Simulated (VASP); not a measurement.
Wanted: the native input for a VASP 6.6.1 run.

- Task: single point
- Functional: PBE
- Potentials or basis: VASP PAW PBE potentials, release 64 (Cd, F)
- Cutoff: 520 eV
- k mesh: 8 × 8 × 8
- Occupations: gaussian, width 0.05 eV
- Spin: no spin polarisation
- Dipole correction: no
- Further INCAR settings: ALGO = Normal; EDIFF = 1e-06; NBANDS = 20

The structure of CdF2 lies in POSCAR:

```
CdF2
1.0
   -0.2009988431      2.7402705265      2.6671053034
    2.7402705265     -0.2009988431      2.6671053034
    2.5392716834      2.5392716834      0.0000000000
Cd F
1 2
Direct
    0.0000000000      0.0000000000      0.0000000000
    0.2500000000      0.2500000000      0.2500000000
    0.7500000000      0.7500000000      0.7500000000
```

This cell differs from its parent crystal: engineering shear strain xy -0.1467, normal strain along z -0.0267.

These files were run (other wordings do the same):

INCAR

```
SYSTEM = CdF2
ALGO = Normal ; EDIFF = 1E-6
ENCUT = 520 ; GGA = PE
ISIF = 2 ; ISMEAR = 0
LASPH = .True. ; LCHARG = .False.
LREAL = .False. ; LWAVE = .False.
NBANDS = 20 ; NELM = 60
PREC = Accurate ; SIGMA = 0.05
```

KPOINTS

```
k-points
0
Gamma
  8 8 8
  0 0 0
```

Potentials or basis: VASP PAW PBE potentials, release 64 (Cd, F).

Run with:

```sh
$ cat potpaw_PBE.64/Cd/POTCAR potpaw_PBE.64/F/POTCAR > POTCAR
$ mpirun -np 1 vasp_std > vasp.out
```

It gave:

| Item | Value |
| --- | --- |
| Pressure | 6.2 GPa |
| Largest force | 0.404 eV/Å |
| Band gap on the k mesh | 2.93 eV (least direct gap 3.22 eV) |

Caveat: the cell differs from its parent crystal (engineering shear strain xy -0.1467, normal strain along z -0.0267); the cell stands under pressure.

Run time: 36 s on 1 thread of Intel(R) Xeon(R) Platinum 8488C (Sapphire Rapids), on a shared host, peak memory 0.2 GiB.
